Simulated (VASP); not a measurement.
# Si11AsO24 (a cell with a defect) in VASP: single point with PBE

Aim: the single point of Si11AsO24 (a cell with a defect) with PBE.

Everything below comes from runs of VASP 6.6.1. Logs are shortened: lines on timing, memory, paths and dates and some standing lists are left out, and cuts for length are marked.

### Step 1. The cell of the first run

The cell holds a defect, 36 atoms: a = 8.631 Å, b = 8.631 Å, c = 8.631 Å, α = 92.71°, β = 92.71°, γ = 92.71°.

### Step 2. Single point, PBE

File INCAR:

```
PREC = Accurate
ENCUT = 520
EDIFF = 1E-7
ISMEAR = -1
SIGMA = 0.01
LREAL = Auto
LASPH = T
NELM = 100
ALGO = Normal
ISIF = 2
LWAVE = F
LCHARG = F
GGA = PE
NBANDS = 120
NELECT = 192.0
LUSENCCL = F
```

File KPOINTS:

```
Automatic mesh
0
Gamma
  2 2 2
```

File POSCAR:

```
Si11AsO24
1.0
   -6.2458945477     -3.6060688985      4.7417025448
    6.2458945477     -3.6060688985      4.7417025448
    0.0000000000      7.2121377969      4.7417025448
As Si O
1 11 24
Direct
    0.7291822800      0.2138154100      0.0005652600
    0.2291822800      0.7138154100      0.5005652600
    0.2138154100      0.0005652600      0.7291822800
    0.7138154100      0.5005652600      0.2291822800
    0.7708177200      0.2861845900      0.4994347400
    0.2708177200      0.7861845900      0.9994347400
    0.2861845900      0.4994347400      0.7708177200
    0.7861845900      0.9994347400      0.2708177200
    0.0005652600      0.7291822800      0.2138154100
    0.5005652600      0.2291822800      0.7138154100
    0.4994347400      0.7708177200      0.2861845900
    0.9994347400      0.2708177200      0.7861845900
    0.3278988750      0.6421260850      0.8948085150
    0.8278988750      0.1421260850      0.3948085150
    0.7592360200      0.4368733500      0.3973356800
    0.2592360200      0.9368733500      0.8973356800
    0.6051914850      0.1721011250      0.8578739150
    0.1051914850      0.6721011250      0.3578739150
    0.1721011250      0.8578739150      0.6051914850
    0.6721011250      0.3578739150      0.1051914850
    0.1026643200      0.7407639800      0.0631266500
    0.6026643200      0.2407639800      0.5631266500
    0.0631266500      0.1026643200      0.7407639800
    0.5631266500      0.6026643200      0.2407639800
    0.4368733500      0.3973356800      0.7592360200
    0.9368733500      0.8973356800      0.2592360200
    0.7407639800      0.0631266500      0.1026643200
    0.2407639800      0.5631266500      0.6026643200
    0.3973356800      0.7592360200      0.4368733500
    0.8973356800      0.2592360200      0.9368733500
    0.8578739150      0.6051914850      0.1721011250
    0.3578739150      0.1051914850      0.6721011250
    0.6421260850      0.8948085150      0.3278988750
    0.1421260850      0.3948085150      0.8278988750
    0.8948085150      0.3278988750      0.6421260850
    0.3948085150      0.8278988750      0.1421260850
```

Potentials or basis: VASP PAW PBE potentials, release 64 (As, Si, O).

Run with:

```
cat potpaw_PBE.64/As/POTCAR potpaw_PBE.64/Si/POTCAR potpaw_PBE.64/O/POTCAR > POTCAR
mpirun -np 1 vasp_std > vasp.out
```

OUTCAR:

```text
PREC = Accurate
   ENCUT = 520
   EDIFF = 1E-7
   ISMEAR = -1
   LREAL = Auto
   LASPH = T
   NELM = 100
   ISIF = 2
   GGA = PE
   NELECT = 192.0

 ion  position               nearest neighbor table
   1  0.729  0.214  0.001-  17 1.61  27 1.61  20 1.61  30 1.61
   2  0.229  0.714  0.501-  18 1.61  28 1.61  19 1.61  29 1.61   7 3.08  11 3.08   9 3.10   3 3.10

   3  0.214  0.001  0.729-  19 1.61  23 1.61  32 1.61  16 1.61  12 3.08   6 3.08   2 3.10  10 3.10

   4  0.714  0.501  0.229-  20 1.61  24 1.61  31 1.61  15 1.61  11 3.08   5 3.08   9 3.10
   5  0.771  0.286  0.499-  35 1.61  15 1.61  14 1.61  22 1.61   4 3.08  10 3.08  12 3.10   8 3.10

   6  0.271  0.786  0.999-  36 1.61  16 1.61  13 1.61  21 1.61   3 3.08   9 3.08  11 3.10   7 3.10

   7  0.286  0.499  0.771-  13 1.61  25 1.61  34 1.61  28 1.61  10 3.08   2 3.08   6 3.10  12 3.10

   8  0.786  0.999  0.271-  14 1.61  26 1.61  33 1.61  27 1.61   9 3.08   5 3.10  11 3.10
   9  0.001  0.729  0.214-  31 1.61  21 1.61  18 1.61  26 1.61   8 3.08   6 3.08   2 3.10   4 3.10

  10  0.501  0.229  0.714-  32 1.61  22 1.61  17 1.61  25 1.61   7 3.08   5 3.08   3 3.10
  11  0.499  0.771  0.286-  33 1.61  29 1.61  36 1.61  24 1.61   4 3.08   2 3.08   6 3.10   8 3.10

  12  0.999  0.271  0.786-  34 1.61  30 1.61  35 1.61  23 1.61   3 3.08   5 3.10   7 3.10
  13  0.328  0.642  0.895-   7 1.61   6 1.61
  14  0.828  0.142  0.395-   8 1.61   5 1.61
  15  0.759  0.437  0.397-   5 1.61   4 1.61
  16  0.259  0.937  0.897-   6 1.61   3 1.61
  17  0.605  0.172  0.858-   1 1.61  10 1.61
  18  0.105  0.672  0.358-   2 1.61   9 1.61
[... 16 lines left out ...]
  35  0.895  0.328  0.642-   5 1.61  12 1.61
  36  0.395  0.828  0.142-   6 1.61  11 1.61

  LATTYP: Found a trigonal (rhomboedric) cell.
 ALAT       =     8.6312614736
 COS(alpha) =    -0.0472991338

  Lattice vectors:

 A1 = (  -6.2458945477,  -3.6060688985,   4.7417025448)
 A2 = (   6.2458945477,  -3.6060688985,   4.7417025448)
 A3 = (   0.0000000000,   7.2121377969,   4.7417025448)

Analysis of symmetry for initial positions (statically):
=====================================================================
 Subroutine PRICEL returns:
 Original cell was already a primitive cell.

 Routine SETGRP: Setting up the symmetry group for a
 trigonal (rhombohedral) supercell.

 Subroutine GETGRP returns: Found  1 space group operations
 (whereof  1 operations were pure point group operations)
 out of a pool of 12 trial point group operations.

The static configuration has the point symmetry C_1 .

Analysis of symmetry for dynamics (positions and initial velocities):
=====================================================================
 Subroutine PRICEL returns:
 Original cell was already a primitive cell.

 Routine SETGRP: Setting up the symmetry group for a
 trigonal (rhombohedral) supercell.

 Subroutine GETGRP returns: Found  1 space group operations
 (whereof  1 operations were pure point group operations)
 out of a pool of 12 trial point group operations.

The dynamic configuration has the point symmetry C_1 .

 Subroutine INISYM returns: Found  1 space group operations
 (whereof  1 operations are pure point group operations),
 and found     1 'primitive' translations

----------------------------------------------------------------------------------------

                                     Primitive cell

  volume of cell :     640.7878

  direct lattice vectors                    reciprocal lattice vectors
    -6.245894548 -3.606068898  4.741702545    -0.080052584 -0.046218381  0.070298238
     6.245894548 -3.606068898  4.741702545     0.080052584 -0.046218381  0.070298238
     0.000000000  7.212137797  4.741702545     0.000000000  0.092436762  0.070298238

  length of vectors
     8.631261474  8.631261474  8.631261474     0.116130949  0.116130949  0.116130949

  position of ions in fractional coordinates (direct lattice)
     0.729182280  0.213815410  0.000565260
     0.229182280  0.713815410  0.500565260
     0.213815410  0.000565260  0.729182280
     0.713815410  0.500565260  0.229182280
     0.770817720  0.286184590  0.499434740
     0.270817720  0.786184590  0.999434740
[... 28 lines left out ...]
     0.894808515  0.327898875  0.642126085
     0.394808515  0.827898875  0.142126085

  ion indices of the primitive-cell ions
   primitive index   ion index
                 1           1
                 2           2
                 3           3
                 4           4
                 5           5
                 6           6
[... 28 lines left out ...]
                35          35
                36          36

----------------------------------------------------------------------------------------

 KPOINTS: Automatic mesh

Automatic generation of k-mesh.
 Grid dimensions read from file:
 generate k-points for:    2    2    2

 Generating k-lattice:

  Cartesian coordinates                     Fractional coordinates (reciprocal lattice)
    -0.040026292 -0.023109191  0.035149119     0.500000000 -0.000000000  0.000000000
     0.040026292 -0.023109191  0.035149119    -0.000000000  0.500000000  0.000000000
     0.000000000  0.046218381  0.035149119     0.000000000  0.000000000  0.500000000

  Length of vectors
     0.058065474  0.058065474  0.058065474

  Shift w.r.t. Gamma in fractional coordinates (k-lattice)
     0.000000000  0.000000000  0.000000000

 Subroutine IBZKPT returns following result:
 ===========================================

 Found      8 irreducible k-points:

 Following reciprocal coordinates:
            Coordinates               Weight
  0.000000  0.000000  0.000000      1.000000
  0.500000  0.000000  0.000000      1.000000
  0.000000  0.500000  0.000000      1.000000
  0.000000  0.000000  0.500000      1.000000
  0.500000  0.500000  0.000000      1.000000
  0.500000  0.000000  0.500000      1.000000
  0.000000  0.500000  0.500000      1.000000
  0.500000  0.500000  0.500000      1.000000
   k-points           NKPTS =      8   k-points in BZ     NKDIM =      8   number of bands    NBANDS=    120
   number of dos      NEDOS =    301   number of ions     NIONS =     36
   total plane-waves  NPLWV = 262144
   dimension x,y,z NGX =    64 NGY =   64 NGZ =   64
   dimension x,y,z NGXF=   128 NGYF=  128 NGZF=  128
   ions per type =               1  11  24
   NGX,Y,Z   is equivalent  to a cutoff of  12.33, 12.33, 12.33 a.u.
   NGXF,Y,Z  is equivalent  to a cutoff of  24.65, 24.65, 24.65 a.u.
 SYSTEM =  unknown system
   PREC   = accura    normal or accurate (medium, high low for compatibility)
   ISTART =      0    job   : 0-new  1-cont  2-samecut
   ICHARG =      2    charge: 1-file 2-atom 10-const
   ISPIN  =      1    spin polarized calculation?
   LNONCOLLINEAR =      F non collinear calculations
   LSORBIT =      F    spin-orbit coupling
   LASPH  =      T    aspherical Exc in radial PAW
   ENCUT  =  520.0 eV  38.22 Ry    6.18 a.u.  16.05 16.05 16.05*2*pi/ulx,y,z
   NELM   =    100;   NELMIN=  2; NELMDL= -5     # of ELM steps
   EDIFF  = 0.1E-06   stopping-criterion for ELM
   LREAL  =      T    real-space projection
   EDIFFG = 0.1E-05   stopping-criterion for IOM
   NSW    =      0    number of steps for IOM
   IBRION =     -1    ionic relax: 0-MD 1-quasi-New 2-CG
   NFREE  =      0    steps in history (QN), initial steepest desc. (CG)
   ISIF   =      2    stress and relaxation
   ISYM   =      2    0-nonsym 1-usesym 2-fastsym
   POTIM  = 0.5000    time-step for ionic-motion
   TEBEG  =    0.0;   TEEND  =   0.0 temperature during run
   PSTRESS=    0.0 pullay stress
   NELECT =     192.0000    total number of electrons
   NUPDOWN=      -1.0000    fix difference up-down
   EMIN   =  10.00;   EMAX   =-10.00  energy-range for DOS
   EFERMI =   0.00;   METHOD = LEGACY
   ISMEAR =    -1;   SIGMA  =   0.01  broadening in eV -4-tet -1-fermi 0-gaus
   EFERMI_NEDOS =   21; number of points for ismear=-14 and -15
   IALGO  =     38    algorithm
   IMIX   =      4    mixing-type and parameters
     AMIX     =   0.40;   BMIX     =  1.00
     AMIX_MAG =   1.60;   BMIX_MAG =  1.00
  volume/ion in A,a.u.               =      17.80       120.12
  Fermi-wavevector in a.u.,A,eV,Ry     =   1.095478  2.070154 16.327984  1.200073
  Thomas-Fermi vector in A             =   2.231803
   LORBIT       =      0    0 simple, 1 ext, 2 COOP (PROOUT), +10 PAW based schemes
   GGA     = PE    functional components
   LHFCALC =     F    Hartree Fock is set to
   AEXX    =    0.0000 exact exchange contribution
   IVDW    =     0    specifies the selected vdW correction
   LEPSILON=     F    determine dielectric tensor
   LRPA    =     F    only Hartree local field effects (RPA)
 non-spin polarized calculation
  energy-cutoff  :      520.00
  volume of cell :      640.79
 maximum number of plane-waves:     17292
   NGX = 33   NGY = 33   NGZ = 33

 number of electron     191.9999898 magnetization

 Free energy of the ion-electron system (eV)
  ---------------------------------------------------
  ext. energy  EPLUGINS =         0.00000000
  ---------------------------------------------------
  free energy    TOTEN  =      -277.49002812 eV

  energy without entropy =     -277.49002812  energy(sigma->0) =     -277.49002812

 E-fermi :  -0.9006     XC(G=0):  -7.1709

 val. band max:       -1.2261969511   @ k =   0.0000   0.5000   0.0000
 cond. band min:       3.3061872610   @ k =   0.0000   0.0000   0.0000
 fundamental gap:      4.5323842122
 Fermi energy:        -0.9005595709

 k-point     1 :       0.0000    0.0000    0.0000
  band No.  band energies     occupation
      1     -23.5659      2.00000
      2     -21.4462      2.00000
      3     -21.3592      2.00000
      4     -21.3432      2.00000
      5     -20.5744      2.00000
      6     -20.1812      2.00000
[... 100 lines left out ...]
    107       7.2135      0.00000
    108       7.6358      0.00000

 k-point     2 :       0.5000    0.0000    0.0000
  band No.  band energies     occupation
      1     -23.5653      2.00000
      2     -21.4385      2.00000
      3     -21.3686      2.00000
      4     -21.3560      2.00000
      5     -20.4630      2.00000
      6     -20.3204      2.00000
[... 658 lines left out ...]
 k-point     8 :       0.5000    0.5000    0.5000
  band No.  band energies     occupation
      1     -23.5631      2.00000
      2     -21.4586      2.00000
      3     -21.3840      2.00000
      4     -21.3660      2.00000
      5     -20.2809      2.00000
      6     -20.1031      2.00000
[... 100 lines left out ...]
    107       6.8917      0.00000
    108       6.9857      0.00000
 [bands above 108 left out]

------------------------ aborting loop because EDIFF is reached ----------------------------------------

  FORCE on cell =-STRESS in cart. coord.  units (eV):
  Direction    XX          YY          ZZ          XY          YZ          ZX
  --------------------------------------------------------------------------------------
  -------------------------------------------------------------------------------------
  Total       16.5132997     17.9771098     17.4348123     -0.3834455      1.2452259     -0.1472294
  in kB       41.2886062     44.9486062     43.5926864     -0.9587381      3.1134687     -0.3681214
  external PRESSURE =      43.2766330 kB  Pullay stress =       0.0000000 kB

 VOLUME and BASIS-vectors are now :
 -----------------------------------------------------------------------------
  energy-cutoff  :      520.00
  volume of cell :      640.79
      direct lattice vectors                 reciprocal lattice vectors
    -6.245894548 -3.606068898  4.741702545    -0.080052584 -0.046218381  0.070298238
     6.245894548 -3.606068898  4.741702545     0.080052584 -0.046218381  0.070298238
     0.000000000  7.212137797  4.741702545     0.000000000  0.092436762  0.070298238

 POSITION                                       TOTAL-FORCE (eV/Angst)
 -----------------------------------------------------------------------------------
     -3.21893     -3.39644      4.47409         0.080977     -0.179399      0.151387
      3.02697      0.20963      6.84495        -0.008401     -0.011106      0.002210
     -1.33194      4.48589      4.47409        -0.478628      0.260409     -0.424134
     -1.33194     -2.72625      6.84495         1.215718      0.318889      2.360119
     -3.02697     -0.20963      7.38016         0.072444     -0.011135      0.120203
      3.21893      3.39644      9.75101        -0.036556      0.095142     -0.104845
[... 28 lines left out ...]
     -3.54086      0.22193      8.84249         0.136943      0.337219      0.299019
      2.70504     -3.38413      6.47163         0.056147     -0.241792      0.318141
 -----------------------------------------------------------------------------------
    total drift:                                0.002006     -0.007594     -0.015243

  FREE ENERGIE OF THE ION-ELECTRON SYSTEM (eV)
  ---------------------------------------------------
  free  energy   TOTEN  =      -277.4900281199 eV

  energy  without entropy=     -277.4900281199  energy(sigma->0) =     -277.49002812
```

Run time: 3.5 min. Hardware: 1 × NVIDIA H100 80GB with 1 thread of Intel Xeon Platinum 8481C at 2.70GHz (Sapphire Rapids), shared host; peak memory 1.6 GiB.

What came out:

| Item | Value |
| --- | --- |
| Free energy | -277.4900 eV |
| Largest force | 2.726 eV/Å |

Forces on the atoms (eV/Å):
```
As   0.081 -0.179  0.151
Si  -0.008 -0.011  0.002
Si  -0.479  0.260 -0.424
Si   1.216  0.319  2.360
Si   0.072 -0.011  0.120
Si  -0.037  0.095 -0.105
Si   0.566 -0.390  0.205
Si  -1.313  2.170  0.974
Si  -0.561 -0.152  0.349
Si   1.794 -1.253 -1.627
Si   0.435  0.395 -0.293
Si  -1.117 -2.482 -0.054
O   -0.333 -0.021  0.099
O   -0.157 -0.416 -0.207
O    0.043 -0.209 -0.139
O    0.230 -0.114  0.394
O    0.002  0.099 -2.528
O    0.014  0.108 -0.333
O    0.358  0.050  0.008
O    2.431  0.807  0.490
O    0.193  0.005 -0.340
O   -0.062  0.304 -0.073
O    0.686  0.397 -0.134
O   -0.649 -0.023 -0.556
O   -0.784  0.083  0.377
O    0.670 -0.312  0.157
O   -1.662  1.447 -1.365
O   -0.273  0.173 -0.271
O   -0.198 -0.093  0.332
O   -1.267 -1.254  2.006
O   -0.109  0.067 -0.826
O   -0.264 -0.344  0.474
O    0.120 -0.430  0.419
O    0.165  0.820 -0.260
O    0.137  0.337  0.299
O    0.056 -0.242  0.318
```

Caveat: the cell carries a net charge on a neutralising background, which shifts energy and pressure; the cell is charged against a uniform background, so pressure and absolute levels hang on convention.
